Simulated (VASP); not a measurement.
# Cl in VASP: further runs

The runs below take Cl through single point, with PBE, B3LYP.

Everything below comes from runs of VASP 6.6.1. Logs are shortened: lines on timing, memory, paths and dates and some standing lists are left out, and cuts for length are marked.

### Step 1. The cell of the first run

Symmetry: Cmce, No. 64, orthorhombic system. The conventional cell has a = 7.970 Å, b = 4.288 Å, c = 8.334 Å, α = 90.00°, β = 90.00°, γ = 90.00°. Within 2.7 Å of Cl (site symmetry m) lie 1 Cl at 2.03 Å.

### Step 2. Single point, PBE

Input file INCAR:

```
ALGO = Normal
EDIFF = 1E-7
ENCUT = 520
GGA = PE
ISIF = 2
ISMEAR = -1
LASPH = T
LCHARG = F
LREAL = F
LWAVE = F
NBANDS = 22
NELM = 60
PREC = Accurate
SIGMA = 0.05
```

Input file KPOINTS:

```
k-points
0
Gamma
  7 7 4
```

Input file POSCAR:

```
Cl
1.0
    3.9849537169     -2.1440381737      0.0000000000
    3.9849537169      2.1440381737      0.0000000000
    0.0000000000      0.0000000000      8.3335420205
Cl
4
Direct
    0.3862116646      0.6137883354      0.3934248783
    0.1137883354      0.8862116646      0.8934248783
    0.6137883354      0.3862116646      0.6065751217
    0.8862116646      0.1137883354      0.1065751217
```

Potentials or basis: VASP PAW PBE potentials, release 64 (Cl).

The run is started by

```sh
cat potpaw_PBE.64/Cl/POTCAR > POTCAR
mpirun -np 1 vasp_std > vasp.out
```

OUTCAR:

```text
EDIFF = 1E-7
   ENCUT = 520
   GGA = PE
   ISIF = 2
   ISMEAR = -1
   LASPH = T
   LREAL = F
   NELM = 60
   PREC = Accurate

 ion  position               nearest neighbor table
   1  0.386  0.614  0.393-   3 2.03
   2  0.114  0.886  0.893-   4 2.03
   3  0.614  0.386  0.607-   1 2.03
   4  0.886  0.114  0.107-   2 2.03

  LATTYP: Found a base centered orthorhombic cell.
 ALAT       =     4.2880763474
 B/A-ratio  =     1.8586206933
 C/A-ratio  =     1.9434220255

  Lattice vectors:

 A1 = (  -3.9849537169,  -2.1440381737,   0.0000000000)
 A2 = (   3.9849537169,  -2.1440381737,   0.0000000000)
 A3 = (   0.0000000000,   0.0000000000,   8.3335420205)

Analysis of symmetry for initial positions (statically):
=====================================================================
 Subroutine PRICEL returns:
 Original cell was already a primitive cell.

 Routine SETGRP: Setting up the symmetry group for a
 base centered orthorhombic supercell.

 Subroutine GETGRP returns: Found  8 space group operations
 (whereof  4 operations were pure point group operations)
 out of a pool of  8 trial point group operations.

The static configuration has the point symmetry C_2h.
 The point group associated with its full space group is D_2h.

Analysis of symmetry for dynamics (positions and initial velocities):
=====================================================================
 Subroutine PRICEL returns:
 Original cell was already a primitive cell.

 Routine SETGRP: Setting up the symmetry group for a
 base centered orthorhombic supercell.

 Subroutine GETGRP returns: Found  8 space group operations
 (whereof  4 operations were pure point group operations)
 out of a pool of  8 trial point group operations.

The dynamic configuration has the point symmetry C_2h.
 The point group associated with its full space group is D_2h.

 Subroutine INISYM returns: Found  8 space group operations
 (whereof  4 operations are pure point group operations),
 and found     1 'primitive' translations

----------------------------------------------------------------------------------------

                                     Primitive cell

  volume of cell :     142.4018
[... 87 lines left out ...]
   ISPIN  =      1    spin polarized calculation?
   LNONCOLLINEAR =      F non collinear calculations
   LSORBIT =      F    spin-orbit coupling
   LASPH  =      T    aspherical Exc in radial PAW
   ENCUT  =  520.0 eV  38.22 Ry    6.18 a.u.   8.41  8.41 15.49*2*pi/ulx,y,z
   NELM   =     60;   NELMIN=  2; NELMDL= -5     # of ELM steps
   EDIFF  = 0.1E-06   stopping-criterion for ELM
   LREAL  =      F    real-space projection
   EDIFFG = 0.1E-05   stopping-criterion for IOM
   NSW    =      0    number of steps for IOM
   IBRION =     -1    ionic relax: 0-MD 1-quasi-New 2-CG
   NFREE  =      0    steps in history (QN), initial steepest desc. (CG)
   ISIF   =      2    stress and relaxation
   ISYM   =      2    0-nonsym 1-usesym 2-fastsym
   POTIM  = 0.5000    time-step for ionic-motion
   TEBEG  =    0.0;   TEEND  =   0.0 temperature during run
   PSTRESS=    0.0 pullay stress
   NELECT =      28.0000    total number of electrons
   NUPDOWN=      -1.0000    fix difference up-down
   EMIN   =  10.00;   EMAX   =-10.00  energy-range for DOS
   EFERMI =   0.00;   METHOD = LEGACY
   ISMEAR =    -1;   SIGMA  =   0.05  broadening in eV -4-tet -1-fermi 0-gaus
   EFERMI_NEDOS =   21; number of points for ismear=-14 and -15
   IALGO  =     38    algorithm
   IMIX   =      4    mixing-type and parameters
     AMIX     =   0.40;   BMIX     =  1.00
     AMIX_MAG =   1.60;   BMIX_MAG =  1.00
  volume/ion in A,a.u.               =      35.60       240.24
  Fermi-wavevector in a.u.,A,eV,Ry     =   0.951968  1.798959 12.330187  0.906243
  Thomas-Fermi vector in A             =   2.080487
   LORBIT       =      0    0 simple, 1 ext, 2 COOP (PROOUT), +10 PAW based schemes
   GGA     = PE    functional components
   LHFCALC =     F    Hartree Fock is set to
   AEXX    =    0.0000 exact exchange contribution
   IVDW    =     0    specifies the selected vdW correction
   LEPSILON=     F    determine dielectric tensor
   LRPA    =     F    only Hartree local field effects (RPA)
 non-spin polarized calculation
  energy-cutoff  :      520.00
  volume of cell :      142.40
 maximum number of plane-waves:      3864
 NGX is ok and might be reduce to    36
   NGX = 17   NGY = 17   NGZ = 31

 number of electron      28.0000001 magnetization

 Free energy of the ion-electron system (eV)
  ---------------------------------------------------
  ext. energy  EPLUGINS =         0.00000000
  ---------------------------------------------------
  free energy    TOTEN  =        -7.39566318 eV

  energy without entropy =       -7.39566318  energy(sigma->0) =       -7.39566318

 E-fermi :  -0.7658     XC(G=0):  -6.7998

 val. band max:       -1.8469541866   @ k =   0.0000   0.0000   0.0000
 cond. band min:       0.4917792629   @ k =   0.0000   0.0000   0.0000
 fundamental gap:      2.3387334496
 Fermi energy:        -0.7658317962

 k-point     1 :       0.0000    0.0000    0.0000
  band No.  band energies     occupation
      1     -18.3070      2.00000
      2     -18.0767      2.00000
      3     -14.5321      2.00000
      4     -13.8984      2.00000
      5      -7.2061      2.00000
      6      -6.2139      2.00000
[... 589 lines left out ...]
     21       8.4535      0.00000
     22       8.7324      0.00000

 [... further k-points ...]

------------------------ aborting loop because EDIFF is reached ----------------------------------------

  FORCE on cell =-STRESS in cart. coord.  units (eV):
  Direction    XX          YY          ZZ          XY          YZ          ZX
  --------------------------------------------------------------------------------------
  -------------------------------------------------------------------------------------
  Total       -0.0427597     -0.1814773     -0.5737219      0.0000000      0.0000000      0.0000000
  in kB       -0.4810944     -2.0418196     -6.4550050      0.0000000      0.0000000      0.0000000
  external PRESSURE =      -2.9926396 kB  Pullay stress =       0.0000000 kB

 VOLUME and BASIS-vectors are now :
 -----------------------------------------------------------------------------
  energy-cutoff  :      520.00
  volume of cell :      142.40
      direct lattice vectors                 reciprocal lattice vectors
     3.984953717 -2.144038174  0.000000000     0.125471972 -0.233204803  0.000000000
     3.984953717  2.144038174  0.000000000     0.125471972  0.233204803  0.000000000
     0.000000000  0.000000000  8.333542020     0.000000000  0.000000000  0.119996995

 POSITION                                       TOTAL-FORCE (eV/Angst)
 -----------------------------------------------------------------------------------
      3.98495      0.48793      3.27862         0.000000     -0.087349      0.163071
      3.98495      1.65611      7.44539         0.000000      0.087349      0.163071
      3.98495     -0.48793      5.05492         0.000000      0.087349     -0.163071
      3.98495     -1.65611      0.88815         0.000000     -0.087349     -0.163071
 -----------------------------------------------------------------------------------
    total drift:                               -0.000000      0.000000      0.000000

  FREE ENERGIE OF THE ION-ELECTRON SYSTEM (eV)
  ---------------------------------------------------
  free  energy   TOTEN  =        -7.3956631797 eV

  energy  without entropy=       -7.3956631796  energy(sigma->0) =       -7.39566318
```

OSZICAR:

```text
N       E                     dE             d eps       ncg     rms          rms(c)
DAV:   1     0.191218029432E+03    0.19122E+03   -0.11598E+04  2112   0.105E+03
DAV:   2     0.870608236202E+01   -0.18251E+03   -0.17596E+03  3008   0.197E+02
DAV:   3    -0.765214272493E+01   -0.16358E+02   -0.16291E+02  2754   0.675E+01
DAV:   4    -0.787209596125E+01   -0.21995E+00   -0.21986E+00  2742   0.936E+00
DAV:   5    -0.787600828533E+01   -0.39123E-02   -0.39121E-02  2844   0.125E+00    0.152E+01
DAV:   6    -0.751913584083E+01    0.35687E+00   -0.24901E-01  2616   0.277E+00    0.998E+00
DAV:   7    -0.740801159409E+01    0.11112E+00   -0.55375E-01  2586   0.402E+00    0.856E-01
DAV:   8    -0.739536088646E+01    0.12651E-01   -0.69176E-02  2352   0.155E+00    0.398E-01
DAV:   9    -0.739552848175E+01   -0.16760E-03   -0.17884E-03  2648   0.258E-01    0.782E-02
DAV:  10    -0.739565338533E+01   -0.12490E-03   -0.16822E-04  2888   0.815E-02    0.624E-02
DAV:  11    -0.739566129075E+01   -0.79054E-05   -0.47992E-05  2640   0.392E-02    0.129E-02
DAV:  12    -0.739566216580E+01   -0.87505E-06   -0.47368E-06  2650   0.137E-02    0.566E-03
DAV:  13    -0.739566313231E+01   -0.96651E-06   -0.12383E-06  2890   0.705E-03    0.272E-03
DAV:  14    -0.739566317970E+01   -0.47388E-07   -0.17479E-07  1880   0.267E-03
   1 F= -.73956632E+01 E0= -.73956632E+01  d E =-.961748E-10
```

It took 2 min on 1 thread of Intel Xeon Platinum 8259CL at 2.50GHz (Skylake/Cascade Lake), shared host; peak memory 0.31 GiB.

What came out:

| Property | Result |
| --- | --- |
| Free energy | -7.3957 eV |
| Pressure | -0.3 GPa |
| Largest force | 0.185 eV/Å |
| Band gap on the k mesh | 2.34 eV, direct |

Forces on the atoms (eV/Å):
```
Cl   0.000 -0.087  0.163
Cl   0.000  0.087  0.163
Cl   0.000  0.087 -0.163
Cl   0.000 -0.087 -0.163
```

A k mesh can miss the band edges.

### Step 3. Single point, PBE

This run uses another cell than the first one, of 27.89 Å³/atom, 0.783 times its volume.

Input file INCAR:

```
PREC = Accurate ; ENCUT = 520
EDIFF = 1E-7 ; ISMEAR = -1
SIGMA = 0.05 ; LREAL = False
LASPH = True ; NELM = 100
ALGO = Normal ; ISIF = 2
LWAVE = False ; LCHARG = False
GGA = PE ; NBANDS = 22
```

Input file KPOINTS:

```
regular mesh
0
Gamma
  7 7 4
```

Input file POSCAR:

```
Cl
1.0
    3.1024947895     -2.2195908669      0.0000000000
    3.1024947895      2.2195908669      0.0000000000
    0.0000000000      0.0000000000      8.0990404521
Cl
4
Direct
    0.3700000000      0.6300000000      0.4000000000
    0.1300000000      0.8700000000      0.9000000000
    0.6300000000      0.3700000000      0.6000000000
    0.8700000000      0.1300000000      0.1000000000
```

Potentials or basis: VASP PAW PBE potentials, release 64 (Cl).

The run is started by

```sh
cat potpaw_PBE.64/Cl/POTCAR > POTCAR
mpirun -np 1 vasp_std > vasp.out
```

OUTCAR:

```text
PREC = Accurate
   ENCUT = 520
   EDIFF = 1E-7
   ISMEAR = -1
   LREAL = False
   LASPH = True
   NELM = 100
   ISIF = 2
   GGA = PE

 ion  position               nearest neighbor table
   1  0.370  0.630  0.400-   3 1.99
   2  0.130  0.870  0.900-   4 1.99
   3  0.630  0.370  0.600-   1 1.99
   4  0.870  0.130  0.100-   2 1.99

  LATTYP: Found a base centered orthorhombic cell.
 ALAT       =     4.4391817338
 B/A-ratio  =     1.3977777778
 C/A-ratio  =     1.8244444444
[... 796 lines left out ...]

  FORCE on cell =-STRESS in cart. coord.  units (eV):
  Direction    XX          YY          ZZ          XY          YZ          ZX
  --------------------------------------------------------------------------------------
  -------------------------------------------------------------------------------------
  Total        1.0489775      0.9140530      1.2062393      0.0000000      0.0000000      0.0000000
  in kB       15.0670835     13.1290840     17.3259279      0.0000000      0.0000000      0.0000000
  external PRESSURE =      15.1740318 kB  Pullay stress =       0.0000000 kB

 VOLUME and BASIS-vectors are now :
 -----------------------------------------------------------------------------
  energy-cutoff  :      520.00
  volume of cell :      111.54
      direct lattice vectors                 reciprocal lattice vectors
     3.102494790 -2.219590867  0.000000000     0.161160625 -0.225266741  0.000000000
     3.102494790  2.219590867  0.000000000     0.161160625  0.225266741  0.000000000
     0.000000000  0.000000000  8.099040452     0.000000000  0.000000000  0.123471417

 POSITION                                       TOTAL-FORCE (eV/Angst)
 -----------------------------------------------------------------------------------
      3.10249      0.57709      3.23962         0.000000      0.117206     -0.315883
      3.10249      1.64250      7.28914         0.000000     -0.117206     -0.315883
      3.10249     -0.57709      4.85942         0.000000     -0.117206      0.315883
      3.10249     -1.64250      0.80990         0.000000      0.117206      0.315883
 -----------------------------------------------------------------------------------
    total drift:                               -0.000000      0.000000     -0.000000

  FREE ENERGIE OF THE ION-ELECTRON SYSTEM (eV)
  ---------------------------------------------------
  free  energy   TOTEN  =        -7.2858081189 eV

  energy  without entropy=       -7.2858081188  energy(sigma->0) =       -7.28580812
```

stdout:

```text
POSCAR found type information on POSCAR Cl
 POSCAR found :  1 types and       4 ions
 scaLAPACK will be used
 LDA part: xc-table for (Slater+PW92), standard interpolation
 POSCAR, INCAR and KPOINTS ok, starting setup
 FFT: planning ... GRIDC
 FFT: planning ... GRID_SOFT
 FFT: planning ... GRID
 WAVECAR not read
 entering main loop
```

Wall time 1.9 min (1 thread of AMD EPYC 7R43 (Zen 3), shared host); peak memory 0.2 GiB.

Results:

```
Free energy            : -7.2858 eV
Pressure               : 1.5 GPa
Largest force          : 0.337 eV/Å
Band gap on the k mesh : 2.69 eV, indirect (least direct gap 2.75 eV)
```

Forces on the atoms (eV/Å):
```
Cl   0.000  0.117 -0.316
Cl   0.000 -0.117 -0.316
Cl   0.000 -0.117  0.316
Cl   0.000  0.117  0.316
```

### Step 4. Single point, PBE (atoms moved at random)

Input file INCAR:

```
SYSTEM = Cl
PREC = Accurate
ENCUT = 500
EDIFF = 1E-6
ISMEAR = -1
SIGMA = 0.05
LREAL = .False.
LASPH = .True.
NELM = 120
ALGO = Normal
ISIF = 2
LWAVE = .False.
LCHARG = .False.
GGA = PE
NBANDS = 22
GGA_COMPAT = .False.
```

Input file KPOINTS:

```
regular mesh
0
Gamma
  7 7 4
  0 0 0
```

Input file POSCAR:

```
Cl
1.0
    3.1450000000     -2.2500000000      0.0000000000
    3.1450000000      2.2500000000      0.0000000000
    0.0000000000      0.0000000000      8.2100000000
Cl
4
Direct
    0.3867810000      0.6288770000      0.4001610000
    0.1213460000      0.8816780000      0.9015930000
    0.6267500000      0.3675920000      0.6013490000
    0.8681940000      0.1352900000      0.0985940000
```

The run is started by

```sh
cat potpaw_PBE.64/Cl/POTCAR > POTCAR
mpirun -np 1 vasp_std > vasp.out
```

Wall time 3.8 min (1 thread of Intel Xeon 8259CL, shared host); peak memory 0.3 GiB.

It converged, with:

```
Free energy            : -7.3098 eV
Pressure               : 1.1 GPa
Largest force          : 0.505 eV/Å
Band gap on the k mesh : 2.67 eV, indirect (least direct gap 2.71 eV)
```

Forces in eV/Å, atoms in the order of the input:
```
Cl  -0.032  0.004 -0.107
Cl  -0.007 -0.214 -0.455
Cl   0.032 -0.006  0.105
Cl   0.007  0.216  0.457
```

Stress tensor (GPa, compression positive):
```
1.14 0.00 0.03
0.00 0.93 0.53
0.03 0.53 1.30
```

Levels at points of the mesh, in eV from the valence-band top:
| k point | band 12 | band 13 | band 14 | band 15 | band 16 | band 17 |
| --- | --- | --- | --- | --- | --- | --- |
| (0.00, 0.00, 0.00) | -0.37 | -0.13 | -0.04 | 2.67 | 3.29 | 6.87 |
| (0.00, 0.00, 0.50) | -0.61 | -0.09 | -0.09 | 2.81 | 2.97 | 7.42 |

Caveat: the cell differs from its parent crystal (atoms moved at random).

### Step 5. Single point, B3LYP

This run uses another cell than the first one, of 29.05 Å³/atom, 0.816 times its volume.

Input file POSCAR:

```
Cl
1.0
    3.1450000000     -2.2500000000      0.0000000000
    3.1450000000      2.2500000000      0.0000000000
    0.0000000000      0.0000000000      8.2100000000
Cl
4
Direct
    0.3700000000      0.6300000000      0.4000000000
    0.1300000000      0.8700000000      0.9000000000
    0.6300000000      0.3700000000      0.6000000000
    0.8700000000      0.1300000000      0.1000000000
```

Input file INCAR.step1:

```
PREC = Accurate ; ENCUT = 520
EDIFF = 1E-5 ; ISMEAR = -1
SIGMA = 0.05 ; LREAL = False
LASPH = True ; NELM = 80
ALGO = Normal ; ISIF = 2
LWAVE = True ; LCHARG = False
NBANDS = 22 ; GGA = PE
LUSENCCL = False
```

Input file INCAR.step2:

```
PREC = Accurate ; ENCUT = 520
EDIFF = 1E-6 ; ISMEAR = -1
SIGMA = 0.05 ; LREAL = False
LASPH = True ; NELM = 80
ALGO = Normal ; ISIF = 2
LWAVE = False ; LCHARG = False
GGA = B3 ; LHFCALC = True
AEXX = 0.2 ; AGGAX = 0.72
AGGAC = 0.81 ; ALDAC = 0.19
PRECFOCK = Normal ; NBANDS = 22
ISTART = 1 ; LUSENCCL = False
```

Input file KPOINTS:

```
Automatic mesh
0
Gamma
  4 4 2
```

The run is started by

```sh
cat potpaw_PBE.64/Cl/POTCAR > POTCAR
cp INCAR.step1 INCAR
mpirun -np 1 vasp_std > vasp.out
cp INCAR.step2 INCAR
mpirun -np 1 vasp_std > vasp.out
```

It took 6.5 min on 1 × NVIDIA H100 80GB with 1 thread of AMD EPYC 7R13 (Zen 3), shared host; peak memory 1.3 GiB.

Results (log left out):

- Free energy: -10.1247 eV
- Pressure: 0.5 GPa
- Largest force: 0.300 eV/Å
- Band gap on the k mesh: 4.41 eV, indirect (least direct gap 4.50 eV)

Forces in eV/Å, atoms in the order of the input:
```
Cl   0.000 -0.223  0.201
Cl   0.000  0.223  0.201
Cl   0.000  0.223 -0.201
Cl   0.000 -0.223 -0.201
```

Stress tensor (GPa, compression positive):
```
 1.41  0.00  0.00
 0.00  0.39  0.00
 0.00  0.00 -0.32
```

Levels at points of the mesh, in eV from the valence-band top:
```csv
k point,band 12,band 13,band 14,band 15,band 16,band 17
"(0.00, 0.00, 0.00)",-0.42,-0.18,-0.09,4.41,5.07,8.65
"(0.50, 0.00, 0.00)",-0.52,-0.15,-0.15,4.81,4.81,10.12
"(0.50, 0.50, 0.00)",-0.94,-0.39,-0.03,4.51,4.72,10.44
"(0.00, 0.00, 0.50)",-0.67,-0.14,-0.14,4.63,4.63,9.28
"(0.50, 0.00, 0.50)",-0.47,0.00,0.00,4.73,4.73,10.34
"(0.50, 0.50, 0.50)",-0.73,-0.50,-0.50,4.53,4.53,10.82
```

Caveat: the k points lie up to 0.43 Å⁻¹ apart; the PAW data sets were made with another functional, which shifts forces and pressure a little. A k mesh can miss the band edges.

[end of part 1 of 2]
